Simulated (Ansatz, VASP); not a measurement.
# Two plane-wave programs on Ga

File INCAR:

```
SYSTEM = Ga
  PREC = Accurate
  ENCUT = 600
  EDIFF = 1E-6
  ISMEAR = -1
  SIGMA = 0.05
  LREAL = .FALSE.
  LASPH = .TRUE.
  NELM = 60
  ALGO = Normal
  ISIF = 3
  LWAVE = .FALSE.
  LCHARG = .FALSE.
  GGA = RP
  IBRION = 2
  NSW = 60
  EDIFFG = -0.01
```

The input KPOINTS:

```
regular mesh
0
G
  13 13 13
  0 0 0
```

POSCAR

```
Ga
1.0
   -1.3843987196      1.3843987196      2.3112238365
    1.3843987196     -1.3843987196      2.3112238365
    1.3843987196      1.3843987196     -2.3112238365
Ga
1
Direct
    0.0000000000      0.0000000000      0.0000000000
```

The input input.yaml:

```yaml
crystal:
  lattice:
    - [-1.3843987196, 1.3843987196, 2.3112238365]
    - [1.3843987196, -1.3843987196, 2.3112238365]
    - [1.3843987196, 1.3843987196, -2.3112238365]
  atoms:
    - { symbol: Ga, position: [0.0, 0.0, 0.0] }
hamiltonian:
  xc: rpbe
  pseudopotentials: { kind: paw }
kpoints:
  mp_grid: { grid: [13, 13, 13] }
scf:
  occupations: { method: fermi_dirac, width: 0.05 }
output:
  forces: true
  stress: true
  eigenvalues: true
  write_density: true
  write_potential: true
  elf: true
  volumetric_format: npy
relax:
  f_tol: 0.01
  max_steps: 40
  cell: { stress_tol: 0.05 }
```

Alike in both runs: task relaxation of cell and atoms; functional RPBE; k mesh 13 × 13 × 13; occupations fermi-dirac, width 0.05 eV; no spin polarisation.

|  | VASP | Ansatz |
| --- | --- | --- |
| version | VASP 6.6.1 | Ansatz 0.2.0 |
| potentials or method | VASP PAW PBE potentials, release 64 (Ga_d) | Ansatz PAW |
| plane-wave cutoff (eV) | 600 | 420 |
| valence electrons in the cell | 13 | 13 |

```csv
,VASP,Ansatz,Ansatz less VASP
"gap on the k mesh at the Fermi level, each at its own relaxed structure (eV)",none,none,-
relaxed volume (Å³/atom),19.70,19.65,-0.059
relaxed length of the cell vector where the two differ most in proportion (Å),3.089,3.088,-0.0010
```

VASP's potentials were made for PBE, not for RPBE. A gap of «none» marks a metal or a gap that the smearing closes.

Noted on Ansatz's run: the plane-wave basis is chosen anew once the cell has moved, so the energies of steps on either side of that aren't comparable.
